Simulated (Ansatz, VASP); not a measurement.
# Two plane-wave programs on SrFeBr3

```
Sr Fe Br
1.0
     7.80667    0.00000    0.00000
    -3.90334    6.76078    0.00000
     0.00000    0.00000    5.00047
Sr Fe Br
2 2 6
Direct
  0.33333 0.66667 0.75000
  0.66667 0.33333 0.25000
  0.00000 0.00000 0.50000
  0.00000 0.00000 0.00000
  0.18073 0.36147 0.25000
  0.81927 0.18073 0.75000
  0.81927 0.63853 0.75000
  0.18073 0.81927 0.25000
  0.63853 0.81927 0.25000
  0.36147 0.18073 0.75000
```

Alike in both runs: functional PBE; k mesh 3 × 3 × 4; occupations gaussian, width 0.1 eV; collinear spin.

Ansatz relaxed the structure, and its values are those at the end. VASP's run is a single point on that final structure, the one shown.

```csv
,VASP,Ansatz
version,VASP 6.6.1,Ansatz 0.2.0
potentials or method,"VASP PAW PBE potentials, release 64 (Sr_sv, Fe, Br), cutoff 520 eV","scalar-relativistic, plane waves, PAW"
valence electrons in the cell,78,94
```

VASP gave:

| Item | Value |
| --- | --- |
| gap on the k mesh at the Fermi level (eV) | none |
| pressure (GPa) | 0.3 |
| net moment per atom (μB) | 0.61 |
| size of the moment on the site where the two differ most (μB) | 2.84 |

Estimate Ansatz's values.

gap on the k mesh at the Fermi level (eV): none; pressure (GPa): 0.2; net moment per atom (μB): 0.61; size of the moment on the site where the two differ most (μB): 2.81.

Site moments also hang on the region over which each program counts them. A gap of «none» marks a metal or a gap that the smearing closes. With one functional, cell and mesh, what is left measures potentials, basis and numerics. VASP's potentials hold 78 valence electrons a cell and Ansatz's 94, so a difference there can come from the potentials and not from the codes.
